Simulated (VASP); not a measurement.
Set up this calculation in VASP 6.6.1, as the native input.

* Task: single point
* Functional: PBE
* Potentials or basis: VASP PAW PBE potentials, release 64 (Si, O)
* Cutoff: 520 eV
* k mesh: 4 × 4 × 4
* Occupations: gaussian, width 0.05 eV
* Spin: no spin polarisation
* Dipole correction: no
* Further INCAR settings: ALGO = Normal; EDIFF = 1e-06; NBANDS = 40

The structure of Si4O7 (a cell with a defect) lies in POSCAR:

```
Si4O7
1.0
    5.0799801732      0.0000000000      0.0000000000
    0.0000000000      5.0799801732      0.0000000000
    0.0000000000      0.0000000000      7.0914769300
Si O
4 7
Direct
    0.2944292339      0.2944292339      0.0000000000
    0.2055707661      0.7944292339      0.2500000000
    0.7055707661      0.7055707661      0.5000000000
    0.7944292339      0.2055707661      0.7500000000
    0.4053663613      0.7409644515      0.4248320116
    0.7590355485      0.9053663613      0.6748320116
    0.5946336387      0.2590355485      0.9248320116
    0.7409644515      0.4053663613      0.5751679884
    1.2475864590      0.9851179457      0.1718655884
    0.2590355485      0.5946336387      0.0751679884
    0.0946336387      0.2409644515      0.8251679884
```

This cell differs from its parent crystal: atoms taken out, atom 9 moved 0.875 of the way to it and -0.450 Å across, host rigid.

One way to write it, as run:

INCAR

```
PREC = Accurate
ENCUT = 520
EDIFF = 1E-6
ISMEAR = 0
SIGMA = 0.05
LREAL = False
LASPH = True
NELM = 60
ALGO = Normal
ISIF = 2
LWAVE = False
LCHARG = False
GGA = PE
NBANDS = 40
```

KPOINTS

```
Automatic mesh
0
Gamma
  4 4 4
```

Potentials or basis: VASP PAW PBE potentials, release 64 (Si, O).

The run is started by

```sh
$ cat potpaw_PBE.64/Si/POTCAR potpaw_PBE.64/O/POTCAR > POTCAR
$ mpirun -np 1 vasp_std > vasp.out
```

It gave:

```
Pressure               : 19.6 GPa
Largest force          : 67.443 eV/Å
Band gap on the k mesh : 2.54 eV
```

Caveat: the cell differs from its parent crystal (atoms taken out, atom 9 moved 0.875 of the way to it and -0.450 Å across, host rigid); atoms lie so close that the PAW spheres overlap strongly, which falsifies energies and pressures.

Run time: 3.1 min on 1 thread of Intel(R) Xeon(R) 6975P-C (Granite Rapids) (shared host), peak memory 0.37 GiB.
